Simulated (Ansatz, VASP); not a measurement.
H: VASP beside Ansatz

```
CELL_PARAMETERS angstrom
2.01500 0.00000 0.00000
-1.00750 1.74504 0.00000
0.00000 0.00000 3.23700
ATOMIC_POSITIONS crystal
H 0.33333 0.66667 0.25000
H 0.66667 0.33333 0.75000
```

Alike in both runs: task single point; functional PBEsol; k mesh 13 × 13 × 7; occupations fermi-dirac, width 0.03 eV; no spin polarisation.

```csv
,VASP,Ansatz
version,VASP 6.6.1,Ansatz 0.2.0
potentials or method,"VASP PAW PBE potentials, release 64 (H), cutoff 500 eV","all-electron LAPW, scalar-relativistic"
```

Ansatz gave:

```
pressure (GPa)                                                : -25.3
traceless stress, the component that is largest in VASP (GPa) : -2.11
```

Which values does VASP return?

Pressure (GPa): -25.6; traceless stress, the component that is largest in VASP (GPa): -2.11.

VASP's potentials were made for PBE, not for PBEsol. Ansatz ran all-electron here, and VASP with PAW potentials.
